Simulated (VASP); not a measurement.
# Os (P2_1/m) in VASP: further runs

Runs on Os. Level: PBE. Tasks: single point.

All numbers are computed with VASP 6.6.1; they aren't measurements. Logs are shortened: lines on timing, memory, paths and dates and some standing lists are left out, and cuts for length are marked.

### Step 1. The cell of the first run

Symmetry: P2_1/m, No. 11, monoclinic system. The conventional cell has a = 2.734 Å, b = 4.320 Å, c = 2.734 Å, α = 90.00°, β = 120.00°, γ = 90.00°. Os (site symmetry m) has 12 Os at 2.38 to 2.98 Å within 3.2 Å.

### Step 2. Single point, PBE (atom 1 (Os) moved by (-0.600, +0.000) A along [1 1 0] and z)

INCAR

```
PREC     = Accurate       # precision mode
ENCUT    = 520            # plane-wave cutoff, eV
EDIFF    = 1E-7           # SCF threshold, eV
ISMEAR   = 0              # smearing method
SIGMA    = 0.15           # smearing width, eV
LREAL    = False          # projectors in reciprocal space
LASPH    = True           # aspherical terms in the spheres
NELM     = 80             # most SCF steps
ALGO     = Fast           # electronic algorithm
ISIF     = 2              # what is computed and relaxed
LWAVE    = False          # write WAVECAR
LCHARG   = True           # write CHGCAR
GGA      = PE             # functional
LELF     = True           # ELF
LVHAR    = True         
NBANDS   = 15             # bands
```

KPOINTS

```
Automatic mesh
0
Gamma
  18 18 12
```

POSCAR

```
Os
1.0
    2.7340999755      0.0000000000      0.0000000000
   -1.3670499878      2.3678000353      0.0000000000
    0.0000000000      0.0000000000      4.3197000000
Os
2
Direct
    0.0885679447      0.4874859663      0.2500000000
    0.6666666667      0.3333333333      0.7500000000
```

Potentials or basis: VASP PAW PBE potentials, release 64 (Os).

The run is started by

```sh
cat potpaw_PBE.64/Os/POTCAR > POTCAR
mpirun -np 1 vasp_std > vasp.out
```

OUTCAR:

```text
PREC = Accurate
   ENCUT = 520
   EDIFF = 1E-7
   ISMEAR = 0
   LREAL = False
   LASPH = True
   NELM = 80
   ISIF = 2
   GGA = PE

 ion  position               nearest neighbor table
   1  0.089  0.487  0.250-   2 2.38   2 2.38   2 2.83   2 2.83   2 2.98   2 2.98
   2  0.667  0.333  0.750-   1 2.38   1 2.38   1 2.83   1 2.83   1 2.98   1 2.98

  LATTYP: Found a hexagonal cell.
 ALAT       =     2.7340999755
 C/A-ratio  =     1.5799349105

  Lattice vectors:

 A1 = (   2.7340999755,   0.0000000000,   0.0000000000)
 A2 = (  -1.3670499878,   2.3678000353,   0.0000000000)
 A3 = (   0.0000000000,   0.0000000000,   4.3197000000)

Analysis of symmetry for initial positions (statically):
=====================================================================
 Subroutine PRICEL returns:
 Original cell was already a primitive cell.

 Routine SETGRP: Setting up the symmetry group for a
 hexagonal supercell.

 Subroutine GETGRP returns: Found  4 space group operations
 (whereof  1 operations were pure point group operations)
 out of a pool of 24 trial point group operations.

The static configuration has the point symmetry C_1 .
 The point group associated with its full space group is C_2h.

Analysis of symmetry for dynamics (positions and initial velocities):
=====================================================================
 Subroutine PRICEL returns:
 Original cell was already a primitive cell.

 Routine SETGRP: Setting up the symmetry group for a
 hexagonal supercell.

 Subroutine GETGRP returns: Found  4 space group operations
 (whereof  1 operations were pure point group operations)
 out of a pool of 24 trial point group operations.

The dynamic configuration has the point symmetry C_1 .
 The point group associated with its full space group is C_2h.

 Subroutine INISYM returns: Found  4 space group operations
 (whereof  1 operations are pure point group operations),
 and found     1 'primitive' translations

----------------------------------------------------------------------------------------

                                     Primitive cell

  volume of cell :      27.9649

  direct lattice vectors                    reciprocal lattice vectors
     2.734099975  0.000000000  0.000000000     0.365751073  0.211166481  0.000000000
    -1.367049988  2.367800035  0.000000000     0.000000000  0.422332961  0.000000000
     0.000000000  0.000000000  4.319700000     0.000000000  0.000000000  0.231497558

  length of vectors
     2.734099975  2.734099976  4.319700000     0.422332961  0.422332961  0.231497558

  position of ions in fractional coordinates (direct lattice)
     0.088567945  0.487485966  0.250000000
     0.666666667  0.333333333  0.750000000

  ion indices of the primitive-cell ions
   primitive index   ion index
                 1           1
                 2           2

----------------------------------------------------------------------------------------

 KPOINTS: Automatic mesh

Automatic generation of k-mesh.
 Grid dimensions read from file:
 generate k-points for:   18   18   12

 Generating k-lattice:

  Cartesian coordinates                     Fractional coordinates (reciprocal lattice)
     0.020319504  0.011731471  0.000000000     0.055555556  0.000000000  0.000000000
     0.000000000  0.023462942  0.000000000     0.000000000  0.055555556  0.000000000
     0.000000000  0.000000000  0.019291463     0.000000000  0.000000000  0.083333333

  Length of vectors
     0.023462942  0.023462942  0.019291463

  Shift w.r.t. Gamma in fractional coordinates (k-lattice)
     0.000000000  0.000000000  0.000000000

 Subroutine IBZKPT returns following result:
 ===========================================

 Found   1148 irreducible k-points:

 Following reciprocal coordinates:
            Coordinates               Weight
  0.000000  0.000000  0.000000      1.000000
  0.055556  0.000000  0.000000      2.000000
  0.000000  0.055556  0.000000      2.000000
 -0.055556  0.055556  0.000000      2.000000
  0.111111  0.000000  0.000000      2.000000
  0.000000  0.111111  0.000000      2.000000
[... 16 lines left out ...]
  0.444444  0.000000  0.000000      2.000000
  0.000000  0.444444  0.000000      2.000000
 [... further k-points ...]
   k-points           NKPTS =   1148   k-points in BZ     NKDIM =   1148   number of bands    NBANDS=     15
   number of dos      NEDOS =    301   number of ions     NIONS =      2
   total plane-waves  NPLWV =  12800
   dimension x,y,z NGX =    20 NGY =   20 NGZ =   32
   dimension x,y,z NGXF=    40 NGYF=   40 NGZF=   64
   ions per type =               2
   NGX,Y,Z   is equivalent  to a cutoff of  12.16, 12.16, 12.32 a.u.
   NGXF,Y,Z  is equivalent  to a cutoff of  24.32, 24.32, 24.63 a.u.
 SYSTEM =  unknown system
   PREC   = accura    normal or accurate (medium, high low for compatibility)
   ISTART =      0    job   : 0-new  1-cont  2-samecut
   ICHARG =      2    charge: 1-file 2-atom 10-const
   ISPIN  =      1    spin polarized calculation?
   LNONCOLLINEAR =      F non collinear calculations
   LSORBIT =      F    spin-orbit coupling
   LASPH  =      T    aspherical Exc in radial PAW
   ENCUT  =  520.0 eV  38.22 Ry    6.18 a.u.   5.08  5.08  8.03*2*pi/ulx,y,z
   NELM   =     80;   NELMIN=  2; NELMDL= -5     # of ELM steps
   EDIFF  = 0.1E-06   stopping-criterion for ELM
   LREAL  =      F    real-space projection
   EDIFFG = 0.1E-05   stopping-criterion for IOM
   NSW    =      0    number of steps for IOM
   IBRION =     -1    ionic relax: 0-MD 1-quasi-New 2-CG
   NFREE  =      0    steps in history (QN), initial steepest desc. (CG)
   ISIF   =      2    stress and relaxation
   ISYM   =      2    0-nonsym 1-usesym 2-fastsym
   POTIM  = 0.5000    time-step for ionic-motion
   TEBEG  =    0.0;   TEEND  =   0.0 temperature during run
   PSTRESS=    0.0 pullay stress
   NELECT =      16.0000    total number of electrons
   NUPDOWN=      -1.0000    fix difference up-down
   EMIN   =  10.00;   EMAX   =-10.00  energy-range for DOS
   EFERMI =   0.00;   METHOD = LEGACY
   ISMEAR =     0;   SIGMA  =   0.15  broadening in eV -4-tet -1-fermi 0-gaus
   EFERMI_NEDOS =   21; number of points for ismear=-14 and -15
   IALGO  =     68    algorithm
   IMIX   =      4    mixing-type and parameters
     AMIX     =   0.40;   BMIX     =  1.00
     AMIX_MAG =   1.60;   BMIX_MAG =  1.00
  volume/ion in A,a.u.               =      13.98        94.36
  Fermi-wavevector in a.u.,A,eV,Ry     =   1.359076  2.568282 25.131162  1.847088
  Thomas-Fermi vector in A             =   2.485855
   LORBIT       =      0    0 simple, 1 ext, 2 COOP (PROOUT), +10 PAW based schemes
   GGA     = PE    functional components
   LHFCALC =     F    Hartree Fock is set to
   AEXX    =    0.0000 exact exchange contribution
   IVDW    =     0    specifies the selected vdW correction
   LEPSILON=     F    determine dielectric tensor
   LRPA    =     F    only Hartree local field effects (RPA)
 non-spin polarized calculation
 RMM-DIIS sequential band-by-band and
 Gauss-broadening in eV      SIGMA  =   0.15
  energy-cutoff  :      520.00
  volume of cell :       27.96
 maximum number of plane-waves:       770
   NGX = 11   NGY = 11   NGZ = 17

 number of electron      15.9999998 magnetization

 Free energy of the ion-electron system (eV)
  ---------------------------------------------------
  ext. energy  EPLUGINS =         0.00000000
  ---------------------------------------------------
  free energy    TOTEN  =       -21.10608602 eV

  energy without entropy =      -21.08357873  energy(sigma->0) =      -21.09483237

 E-fermi :   9.6513     XC(G=0): -14.0137

 val. band max:        9.6486757184   @ k =  -0.3333   0.4444  -0.4167
 cond. band min:       9.6518446758   @ k =   0.4444   0.3889   0.3333
 fundamental gap:      0.0031689574
 Fermi energy:         9.6513064756

 k-point     1 :       0.0000    0.0000    0.0000
  band No.  band energies     occupation
      1      -1.4158      2.00000
      2       2.0451      2.00000
      3       4.9866      2.00000
      4       6.5436      2.00000
      5       6.8614      2.00000
      6       7.1731      2.00000
      7       7.4078      2.00000
      8       7.9460      2.00000
      9       8.5671      2.00000
     10       9.6139      1.27542
     11      10.5444      0.00000
     12      11.5641      0.00000
     13      19.4752      0.00000
     14      23.8193      0.00000
     15      25.1637      0.00000

 k-point     2 :       0.0556    0.0000    0.0000
  band No.  band energies     occupation
      1      -1.2883      2.00000
      2       2.1745      2.00000
      3       4.9829      2.00000
      4       6.4655      2.00000
      5       6.9631      2.00000
      6       7.2595      2.00000
      7       7.2971      2.00000
      8       7.9180      2.00000
      9       8.3521      2.00000
     10       9.1912      1.99999
     11      10.6335      0.00000
     12      12.2090      0.00000
     13      19.4207      0.00000
     14      24.0278      0.00000
     15      25.3726      0.00000

 k-point     3 :       0.0000    0.0556    0.0000
  band No.  band energies     occupation
      1      -1.2938      2.00000
      2       2.1449      2.00000
      3       5.0070      2.00000
      4       6.6230      2.00000
      5       6.8537      2.00000
      6       7.1340      2.00000
      7       7.2114      2.00000
      8       7.9192      2.00000
      9       7.9994      2.00000
     10      10.3293      0.00000
     11      10.4899      0.00000
     12      11.7158      0.00000
     13      19.4575      0.00000
     14      24.0948      0.00000
     15      25.3254      0.00000
[... 343 lines left out ...]
 k-point    23 :       0.4444    0.0000    0.0000
  band No.  band energies     occupation
      1       2.3974      2.00000
      2       3.6809      2.00000
      3       4.3083      2.00000
      4       4.8744      2.00000
      5       5.2436      2.00000
      6       6.2583      2.00000
      7       7.3357      2.00000
      8      11.2605      0.00000
      9      11.8182      0.00000
     10      12.0364      0.00000
     11      12.5076      0.00000
     12      16.4313      0.00000
     13      18.9247      0.00000
     14      20.8911      0.00000
     15      21.7928      0.00000

 k-point    24 :       0.0000    0.4444    0.0000
  band No.  band energies     occupation
      1       1.6913      2.00000
      2       2.1768      2.00000
      3       2.6824      2.00000
      4       6.5031      2.00000
      5       6.5575      2.00000
      6       7.4735      2.00000
      7       9.3596      1.99404
      8      10.6266      0.00000
      9      11.2976      0.00000
     10      11.9352      0.00000
     11      12.5069      0.00000
     12      16.6506      0.00000
     13      17.6801      0.00000
     14      18.0309      0.00000
     15      23.4631      0.00000

 [... further k-points ...]

------------------------ aborting loop because EDIFF is reached ----------------------------------------

  FORCE on cell =-STRESS in cart. coord.  units (eV):
  Direction    XX          YY          ZZ          XY          YZ          ZX
  --------------------------------------------------------------------------------------
  -------------------------------------------------------------------------------------
  Total        4.5471485      1.6544634     10.1826038      1.3301427      0.0000000      0.0000000
  in kB      260.5173935     94.7883025    583.3865726     76.2071693      0.0000000      0.0000000
  external PRESSURE =     312.8974229 kB  Pullay stress =       0.0000000 kB

 VOLUME and BASIS-vectors are now :
 -----------------------------------------------------------------------------
  energy-cutoff  :      520.00
  volume of cell :       27.96
      direct lattice vectors                 reciprocal lattice vectors
     2.734099975  0.000000000  0.000000000     0.365751073  0.211166481  0.000000000
    -1.367049988  2.367800035  0.000000000     0.000000000  0.422332961  0.000000000
     0.000000000  0.000000000  4.319700000     0.000000000  0.000000000  0.231497558

 POSITION                                       TOTAL-FORCE (eV/Angst)
 -----------------------------------------------------------------------------------
     -0.42426      1.15427      1.07993         2.528634      2.648722      0.000000
      1.36705      0.78927      3.23977        -2.528634     -2.648722      0.000000
 -----------------------------------------------------------------------------------
    total drift:                               -0.000000     -0.000000      0.000000

  FREE ENERGIE OF THE ION-ELECTRON SYSTEM (eV)
  ---------------------------------------------------
  free  energy   TOTEN  =       -21.1060860194 eV

  energy  without entropy=      -21.0835787295  energy(sigma->0) =      -21.09483237
```

Run time: 13 min. Hardware: 1 thread of Intel Xeon 8259CL, shared host; peak memory 0.5 GiB.

What came out:

```
Free energy            : -21.1061 eV
Pressure               : 31.3 GPa
Largest force          : 3.662 eV/Å
Band gap on the k mesh : zero (bands 8 and 9 overlap by 3.59 eV)
```

Forces in eV/Å, atoms in the order of the input:
```
Os   2.529  2.649  0.000
Os  -2.529 -2.649  0.000
```

Stress tensor (GPa, compression positive):
```
26.05  7.62  0.00
 7.62  9.48  0.00
 0.00  0.00 58.34
```

Levels at points of the mesh, in eV from the Fermi level:
```tsv
k point	band 4	band 5	band 6	band 7	band 8	band 9	band 10	band 11	band 12	band 13
(0.00, 0.00, 0.00)	-3.11	-2.79	-2.48	-2.24	-1.71	-1.08	-0.04	0.89	1.91	9.82
(0.50, 0.00, 0.00)	-4.78	-4.48	-3.45	-2.18	1.81	2.18	2.71	4.11	5.30	9.79
(0.00, 0.50, 0.00)	-3.18	-3.04	-1.91	-0.30	0.93	1.95	2.46	3.72	6.06	7.82
(0.50, 0.50, 0.00)	-3.86	-2.52	-2.44	-1.60	-0.38	2.08	2.26	4.14	5.72	8.60
(0.00, 0.00, 0.50)	-4.42	-3.41	-3.41	-2.67	-2.67	0.61	0.61	0.94	0.94	13.88
(0.50, 0.00, 0.50)	-5.79	-1.16	-1.16	0.50	0.50	2.27	2.27	3.43	3.43	9.84
(0.00, 0.50, 0.50)	-6.01	-2.65	-2.65	0.70	0.70	2.31	2.31	4.50	4.50	7.56
(0.50, 0.50, 0.50)	-6.30	-1.55	-1.55	0.93	0.93	2.26	2.26	4.13	4.13	8.46
```

Caveat: the cell differs from its parent crystal (atom 1 (Os) moved by (-0.600, +0.000) A along [1 1 0] and z); the cell stands under pressure; spin-orbit coupling is left out, which moves the levels of the heavy elements; forces of over 1 eV/Å act on the atoms, so gaps and moduli don't describe the material at rest.

(Part 1 of 2 ends here.)
